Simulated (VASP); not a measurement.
# I (C2/m) in VASP: notebook

The runs below take I through single point, with PBE.

Program: VASP 6.6.1. These are calculated values, not measurements. Logs are shortened: lines on timing, memory, paths and dates and some standing lists are left out, and cuts for length are marked.

### 1 The cell of the first run

The structure is monoclinic, space group C2/m (No. 12). Conventional cell: a = 5.077 Å, b = 7.413 Å, c = 2.880 Å, α = 90.00°, β = 124.24°, γ = 90.00°. Within 3.8 Å of I (site symmetry 2/m) lie 2 I at 2.88 Å.

### 2 Single point, PBE, collinear spin, zero start

Input file INCAR:

```
SYSTEM = I
  PREC = Accurate
  ENCUT = 520
  EDIFF = 1E-6
  ISMEAR = 0
  SIGMA = 0.1
  LREAL = .False.
  LASPH = .True.
  NELM = 150
  ALGO = Normal
  ISIF = 2
  LWAVE = .False.
  LCHARG = .True.
  ISPIN = 2
  MAGMOM = 0
  LORBIT = 11
  GGA = PE
  LELF = .True.
  LVHAR = .True.
  NBANDS = 14
```

Input file KPOINTS:

```
Automatic mesh
0
Gamma
  2 2 2
  0.5 0.5 0
```

Input file POSCAR:

```
I
1.0
    2.5383465792     -3.7066249365      0.0000000000
    2.5383465792      3.7066249365      0.0000000000
   -1.6208748370      0.0000000000      2.3810977968
I
1
Direct
    0.5000000000      0.5000000000      0.5000000000
```

Potentials or basis: VASP PAW PBE potentials, release 64 (I).

Launch:

```sh
> cat potpaw_PBE.64/I/POTCAR > POTCAR
> mpirun -np 1 vasp_std > vasp.out
```

OUTCAR:

```text
SYSTEM = I
   PREC = Accurate
   ENCUT = 520
   EDIFF = 1E-6
   ISMEAR = 0
   LREAL = .False.
   LASPH = .True.
   NELM = 150
   ISIF = 2
   ISPIN = 2
   LORBIT = 11
   GGA = PE

 ion  position               nearest neighbor table
   1  0.500  0.500  0.500-

  LATTYP: Found a base centered monoclinic cell.
 ALAT       =     5.0766931584
 B/A-ratio  =     1.4602517114
 C/A-ratio  =     0.5673826054
 COS(beta)  =    -0.5627202553

  Lattice vectors:

 A1 = (   2.5383465792,  -3.7066249365,   0.0000000000)
 A2 = (   2.5383465792,   3.7066249365,   0.0000000000)
 A3 = (  -1.6208748370,   0.0000000000,   2.3810977968)

Analysis of symmetry for initial positions (statically):
=====================================================================
 Subroutine PRICEL returns:
 Original cell was already a primitive cell.

 Routine SETGRP: Setting up the symmetry group for a
 base centered monoclinic supercell.

 Subroutine GETGRP returns: Found  4 space group operations
 (whereof  4 operations were pure point group operations)
 out of a pool of  4 trial point group operations.

The static configuration has the point symmetry C_2h.

Analysis of symmetry for dynamics (positions and initial velocities):
=====================================================================
 Subroutine PRICEL returns:
 Original cell was already a primitive cell.

 Routine SETGRP: Setting up the symmetry group for a
 base centered monoclinic supercell.

 Subroutine GETGRP returns: Found  4 space group operations
 (whereof  4 operations were pure point group operations)
 out of a pool of  4 trial point group operations.

The dynamic configuration has the point symmetry C_2h.

Analysis of structural, dynamic, and magnetic symmetry:
=====================================================================
 Subroutine PRICEL returns:
 Original cell was already a primitive cell.

 Routine SETGRP: Setting up the symmetry group for a
 base centered monoclinic supercell.

 Subroutine GETGRP returns: Found  4 space group operations
 (whereof  4 operations were pure point group operations)
 out of a pool of  4 trial point group operations.

The overall configuration has the point symmetry C_2h.

 Subroutine INISYM returns: Found  4 space group operations
 (whereof  4 operations are pure point group operations),
 and found     1 'primitive' translations

----------------------------------------------------------------------------------------

                                     Primitive cell

  volume of cell :      44.8061

  direct lattice vectors                    reciprocal lattice vectors
     2.538346579 -3.706624936  0.000000000     0.196978618 -0.134893605  0.134088438
     2.538346579  3.706624936  0.000000000     0.196978618  0.134893605  0.134088438
    -1.620874837  0.000000000  2.381097797     0.000000000  0.000000000  0.419974350

  length of vectors
     4.492468339  4.492468339  2.880427391     0.273818498  0.273818498  0.419974350

  position of ions in fractional coordinates (direct lattice)
     0.500000000  0.500000000  0.500000000

  ion indices of the primitive-cell ions
   primitive index   ion index
                 1           1

----------------------------------------------------------------------------------------

 KPOINTS: Automatic mesh

Automatic generation of k-mesh.
 Grid dimensions read from file:
 generate k-points for:    2    2    2

 Generating k-lattice:

  Cartesian coordinates                     Fractional coordinates (reciprocal lattice)
     0.098489309 -0.067446802  0.067044219     0.500000000 -0.000000000  0.000000000
     0.098489309  0.067446802  0.067044219    -0.000000000  0.500000000  0.000000000
     0.000000000  0.000000000  0.209987175     0.000000000  0.000000000  0.500000000

  Length of vectors
     0.136909249  0.136909249  0.209987175

  Shift w.r.t. Gamma in fractional coordinates (k-lattice)
     0.500000000  0.500000000  0.000000000

 Subroutine IBZKPT returns following result:
 ===========================================

 Found      4 irreducible k-points:

 Following reciprocal coordinates:
            Coordinates               Weight
  0.250000  0.250000  0.000000      2.000000
 -0.250000  0.250000  0.000000      2.000000
  0.250000  0.250000  0.500000      2.000000
 -0.250000  0.250000  0.500000      2.000000
   k-points           NKPTS =      4   k-points in BZ     NKDIM =      4   number of bands    NBANDS=     14
   number of dos      NEDOS =    301   number of ions     NIONS =      1
   total plane-waves  NPLWV =  31104
   dimension x,y,z NGX =    36 NGY =   36 NGZ =   24
   dimension x,y,z NGXF=    72 NGYF=   72 NGZF=   48
   ions per type =               1
   NGX,Y,Z   is equivalent  to a cutoff of  13.32, 13.32, 13.85 a.u.
   NGXF,Y,Z  is equivalent  to a cutoff of  26.64, 26.64, 27.70 a.u.
 SYSTEM =  I
   PREC   = accura    normal or accurate (medium, high low for compatibility)
   ISTART =      0    job   : 0-new  1-cont  2-samecut
   ICHARG =      2    charge: 1-file 2-atom 10-const
   ISPIN  =      2    spin polarized calculation?
   LNONCOLLINEAR =      F non collinear calculations
   LSORBIT =      F    spin-orbit coupling
   LASPH  =      T    aspherical Exc in radial PAW
   ENCUT  =  520.0 eV  38.22 Ry    6.18 a.u.   8.35  8.35  5.36*2*pi/ulx,y,z
   NELM   =    150;   NELMIN=  2; NELMDL= -5     # of ELM steps
   EDIFF  = 0.1E-05   stopping-criterion for ELM
   LREAL  =      F    real-space projection
   EDIFFG = 0.1E-04   stopping-criterion for IOM
   NSW    =      0    number of steps for IOM
   IBRION =     -1    ionic relax: 0-MD 1-quasi-New 2-CG
   NFREE  =      0    steps in history (QN), initial steepest desc. (CG)
   ISIF   =      2    stress and relaxation
   ISYM   =      2    0-nonsym 1-usesym 2-fastsym
   POTIM  = 0.5000    time-step for ionic-motion
   TEBEG  =    0.0;   TEEND  =   0.0 temperature during run
   PSTRESS=    0.0 pullay stress
   NELECT =       7.0000    total number of electrons
   NUPDOWN=      -1.0000    fix difference up-down
   EMIN   =  10.00;   EMAX   =-10.00  energy-range for DOS
   EFERMI =   0.00;   METHOD = LEGACY
   ISMEAR =     0;   SIGMA  =   0.10  broadening in eV -4-tet -1-fermi 0-gaus
   EFERMI_NEDOS =   21; number of points for ismear=-14 and -15
   IALGO  =     38    algorithm
   IMIX   =      4    mixing-type and parameters
     AMIX     =   0.40;   BMIX     =  1.00
     AMIX_MAG =   1.60;   BMIX_MAG =  1.00
  volume/ion in A,a.u.               =      44.81       302.37
  Fermi-wavevector in a.u.,A,eV,Ry     =   0.881716  1.666201 10.577477  0.777423
  Thomas-Fermi vector in A             =   2.002249
   LORBIT       =     11    0 simple, 1 ext, 2 COOP (PROOUT), +10 PAW based schemes
   GGA     = PE    functional components
   LHFCALC =     F    Hartree Fock is set to
   AEXX    =    0.0000 exact exchange contribution
   IVDW    =     0    specifies the selected vdW correction
   LEPSILON=     F    determine dielectric tensor
   LRPA    =     F    only Hartree local field effects (RPA)
 spin polarized calculation
 Gauss-broadening in eV      SIGMA  =   0.10
  energy-cutoff  :      520.00
  volume of cell :       44.81
 maximum number of plane-waves:      1212
 NGX is ok and might be reduce to    36
   NGX = 17   NGY = 17   NGZ = 11

 number of electron       7.0000000 magnetization       0.0000000

 number of electron       7.0000000 magnetization      -0.0000000

 Free energy of the ion-electron system (eV)
  ---------------------------------------------------
  ext. energy  EPLUGINS =         0.00000000
  ---------------------------------------------------
  free energy    TOTEN  =        -1.92983222 eV

  energy without entropy =       -1.92983222  energy(sigma->0) =       -1.92983222

 E-fermi :   3.1847     XC(G=0):  -7.7247

 val. band max:        2.6292842247   @ k =   0.2500   0.2500   0.5000
 cond. band min:       5.9620187227   @ k =  -0.2500   0.2500   0.0000
 fundamental gap:      3.3327344980
 Fermi energy:         3.1847132059

 spin component 1

 k-point     1 :       0.2500    0.2500    0.0000
  band No.  band energies     occupation
      1     -11.1561      1.00000
      2      -1.0726      1.00000
      3      -0.2896      1.00000
      4       6.0710      0.00000
      5       9.0616      0.00000
      6       9.7611      0.00000
      7      12.6323      0.00000
      8      15.1121      0.00000
      9      16.1231      0.00000
     10      18.3639      0.00000
     11      18.3921      0.00000
     12      19.1190      0.00000
     13      19.2658      0.00000
     14      20.0046      0.00000

 k-point     2 :      -0.2500    0.2500    0.0000
  band No.  band energies     occupation
      1     -11.3085      1.00000
      2      -0.5060      1.00000
      3       0.4688      1.00000
      4       5.9620      0.00000
      5       7.7812      0.00000
      6       9.6348      0.00000
      7      11.7498      0.00000
      8      12.5245      0.00000
      9      16.1910      0.00000
     10      18.8868      0.00000
     11      18.9539      0.00000
     12      20.0160      0.00000
     13      20.1740      0.00000
     14      20.7243      0.00000

 k-point     3 :       0.2500    0.2500    0.5000
  band No.  band energies     occupation
      1      -8.5224      1.00000
      2      -3.6178      1.00000
      3       1.7740      1.00000
      4       2.6293      1.00000
      5       8.7349      0.00000
      6      10.2350      0.00000
      7      10.8056      0.00000
      8      11.4930      0.00000
      9      14.2629      0.00000
     10      14.5710      0.00000
     11      17.2989      0.00000
     12      18.5155      0.00000
     13      19.0285      0.00000
     14      19.7584      0.00000

 k-point     4 :      -0.2500    0.2500    0.5000
  band No.  band energies     occupation
      1      -8.3691      1.00000
      2      -3.4751      1.00000
      3       1.3135      1.00000
      4       1.9960      1.00000
      5       7.6711      0.00000
      6       8.9890      0.00000
      7      11.1912      0.00000
      8      11.9079      0.00000
      9      17.5499      0.00000
     10      18.1288      0.00000
     11      18.6487      0.00000
     12      18.8809      0.00000
     13      20.1219      0.00000
     14      20.3292      0.00000
 Fermi energy:         3.1847132059

 spin component 2

 k-point     1 :       0.2500    0.2500    0.0000
  band No.  band energies     occupation
      1     -11.1561      1.00000
      2      -1.0726      1.00000
      3      -0.2896      1.00000
      4       6.0710      0.00000
      5       9.0616      0.00000
      6       9.7611      0.00000
      7      12.6323      0.00000
      8      15.1121      0.00000
      9      16.1231      0.00000
     10      18.3639      0.00000
     11      18.3921      0.00000
     12      19.1190      0.00000
     13      19.2658      0.00000
     14      20.0046      0.00000

 k-point     2 :      -0.2500    0.2500    0.0000
  band No.  band energies     occupation
      1     -11.3085      1.00000
      2      -0.5060      1.00000
      3       0.4688      1.00000
      4       5.9620      0.00000
      5       7.7812      0.00000
      6       9.6347      0.00000
      7      11.7498      0.00000
      8      12.5245      0.00000
      9      16.1910      0.00000
     10      18.8868      0.00000
     11      18.9539      0.00000
     12      20.0160      0.00000
     13      20.1740      0.00000
     14      20.7243      0.00000

 k-point     3 :       0.2500    0.2500    0.5000
  band No.  band energies     occupation
      1      -8.5224      1.00000
      2      -3.6178      1.00000
      3       1.7741      1.00000
      4       2.6293      1.00000
      5       8.7349      0.00000
      6      10.2350      0.00000
      7      10.8056      0.00000
      8      11.4929      0.00000
      9      14.2629      0.00000
     10      14.5710      0.00000
     11      17.2989      0.00000
     12      18.5156      0.00000
     13      19.0285      0.00000
     14      19.7584      0.00000

 k-point     4 :      -0.2500    0.2500    0.5000
  band No.  band energies     occupation
      1      -8.3691      1.00000
      2      -3.4751      1.00000
      3       1.3135      1.00000
      4       1.9960      1.00000
      5       7.6711      0.00000
      6       8.9890      0.00000
      7      11.1912      0.00000
      8      11.9079      0.00000
      9      17.5499      0.00000
     10      18.1288      0.00000
     11      18.6487      0.00000
     12      18.8809      0.00000
     13      20.1219      0.00000
     14      20.3292      0.00000

------------------------ aborting loop because EDIFF is reached ----------------------------------------

  FORCE on cell =-STRESS in cart. coord.  units (eV):
  Direction    XX          YY          ZZ          XY          YZ          ZX
  --------------------------------------------------------------------------------------
  -------------------------------------------------------------------------------------
  Total        0.8032789     -0.9160703      0.5739543      0.0000000      0.0000000      0.3201500
  in kB       28.7236861    -32.7568837     20.5234833      0.0000000      0.0000000     11.4479398
  external PRESSURE =       5.4967619 kB  Pullay stress =       0.0000000 kB

 VOLUME and BASIS-vectors are now :
 -----------------------------------------------------------------------------
  energy-cutoff  :      520.00
  volume of cell :       44.81
      direct lattice vectors                 reciprocal lattice vectors
     2.538346579 -3.706624936  0.000000000     0.196978618 -0.134893605  0.134088438
     2.538346579  3.706624936  0.000000000     0.196978618  0.134893605  0.134088438
    -1.620874837  0.000000000  2.381097797     0.000000000  0.000000000  0.419974350

 POSITION                                       TOTAL-FORCE (eV/Angst)
 -----------------------------------------------------------------------------------
      1.72791      0.00000      1.19055        -0.000000      0.000000      0.000000
 -----------------------------------------------------------------------------------
    total drift:                                0.000000      0.000000      0.000000

  FREE ENERGIE OF THE ION-ELECTRON SYSTEM (eV)
  ---------------------------------------------------
  free  energy   TOTEN  =        -1.9298322206 eV

  energy  without entropy=       -1.9298322206  energy(sigma->0) =       -1.92983222

 total charge

# of ion       s       p       d       tot
------------------------------------------
    1        1.535   2.691   0.009   4.234

 magnetization (x)

# of ion       s       p       d       tot
------------------------------------------
    1       -0.000   0.000  -0.000   0.000
```

It took 5.2 s on 1 thread of Intel Xeon 6975P-C (Granite Rapids), shared host; peak memory 0.19 GiB.

Results:

```yaml
Free_energy: -1.9298 eV
Pressure: 0.5 GPa
Net_moment: 0.00 μB per cell
Valence_electrons_inside_the_program's_atomic_spheres: I 4.23
```

Stress tensor (GPa, compression positive):
```
 2.87  0.00  1.14
 0.00 -3.28  0.00
 1.14  0.00  2.05
```

Caveat: the k points lie up to 1.32 Å⁻¹ apart; spin-orbit coupling is left out, which moves the levels of the heavy elements.

(Continued in part 2 of 2.)
